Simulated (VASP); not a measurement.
Input of a VASP 6.6.1 run:

File INCAR:

```
PREC = Accurate ; ENCUT = 500
EDIFF = 1E-7 ; ISMEAR = 1
SIGMA = 0.1 ; LREAL = False
LASPH = True ; NELM = 120
ALGO = Normal ; ISIF = 8
LWAVE = False ; LCHARG = False
GGA = PS ; IBRION = 2
NSW = 80 ; EDIFFG = -0.01
GGA_COMPAT = False ; NELMIN = 4
```

Contents of KPOINTS:

```
Automatic mesh
0
Gamma
  7 7 7
```

The input POSCAR:

```
Sr
1.0
   -2.4350000000      2.4350000000      2.4350000000
    2.4350000000     -2.4350000000      2.4350000000
    2.4350000000      2.4350000000     -2.4350000000
Sr
1
Direct
    0.0000000000      0.0000000000      0.0000000000
```

Potentials or basis: VASP PAW PBE potentials, release 64 (Sr_sv).

Run with:

```console
$ cat potpaw_PBE.64/Sr_sv/POTCAR > POTCAR
$ mpirun -np 1 vasp_std > vasp.out
```

Q: Estimate the space group after relaxing (to 0.05 Å).

A: Im-3m (No. 229).

Q: What does it give for the relaxed volume?

A: 50.89 Å³/atom.

Q: Predict the relaxed cell.

A: a = 4.043 Å, b = 4.043 Å, c = 4.043 Å, α = 109.47°, β = 109.47°, γ = 109.47°.

Q: Predict the band gap on the k mesh.

A: Zero (band 5 reaches 2.06 eV, above the bottom of band 6 at 1.65 eV).

Final structure:
```yaml
crystal:
  lattice:
    - [-2.33447, 2.33447, 2.33447]
    - [2.33447, -2.33447, 2.33447]
    - [2.33447, 2.33447, -2.33447]
  atoms:
    - { symbol: Sr, position: [0.00000, 0.00000, 0.00000] }
```

Caveat: the PAW data sets were made with another functional, which shifts forces and pressure a little; the volume moved by -12 % from the deposited cell, more than functionals usually miss.
